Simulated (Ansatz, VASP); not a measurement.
**CaSe: VASP beside Ansatz**

Contents of INCAR:

```
SYSTEM = CaSe
PREC = Accurate
ENCUT = 520
EDIFF = 1E-6
ISMEAR = 0
SIGMA = 0.05
LREAL = .FALSE.
LASPH = .TRUE.
NELM = 100
ALGO = Normal
ISIF = 2
LWAVE = .FALSE.
LCHARG = .FALSE.
GGA = PS
NBANDS = 15
```

The input KPOINTS:

```
Automatic mesh
0
G
  10 10 10
  0 0 0
```

Contents of POSCAR:

```
CaSe
1.0
    0.0000000000      2.9560000000      2.9560000000
    2.9560000000      0.0000000000      2.9560000000
    2.9560000000      2.9560000000      0.0000000000
Ca Se
1 1
Direct
    0.0000000000      0.0000000000      0.0000000000
    0.5000000000      0.5000000000      0.5000000000
```

Input for Ansatz:

```yaml
crystal:
  lattice:
    - [0.0, 2.956, 2.956]
    - [2.956, 0.0, 2.956]
    - [2.956, 2.956, 0.0]
  atoms:
    - { symbol: Ca, position: [0.0, 0.0, 0.0] }
    - { symbol: Se, position: [0.5, 0.5, 0.5] }
basis:
  ecutwfc: 420
kpoints:
  mp_grid: { grid: [10, 10, 10] }
hamiltonian:
  xc: pbesol
scf:
  occupations: { method: gaussian, width: 0.05 }
output:
  forces: true
  stress: true
  eigenvalues: true
```

Alike in both runs: task single point; functional PBEsol; k mesh 10 × 10 × 10; occupations gaussian, width 0.05 eV; no spin polarisation.

|  | VASP | Ansatz |
| --- | --- | --- |
| version | VASP 6.6.1 | Ansatz 0.2.0 |
| potentials or method | VASP PAW PBE potentials, release 64 (Ca_sv, Se), cutoff 520 eV | scalar-relativistic, plane waves, PAW |
| valence electrons in the cell | 16 | 26 |

|  | VASP | Ansatz | Ansatz less VASP |
| --- | --- | --- | --- |
| gap on the k mesh at the Fermi level (eV) | 1.92 | 1.94 | +0.012 |
| least direct gap on the mesh (eV) | 2.87 | 2.88 | +0.011 |
| pressure (GPa) | -0.9 | -1.1 | -0.19 |

VASP's potentials were made for PBE, not for PBEsol. With one functional, cell and mesh, what is left measures potentials, basis and numerics. VASP's potentials hold 16 valence electrons a cell and Ansatz's 26, so a difference there can come from the potentials and not from the codes.
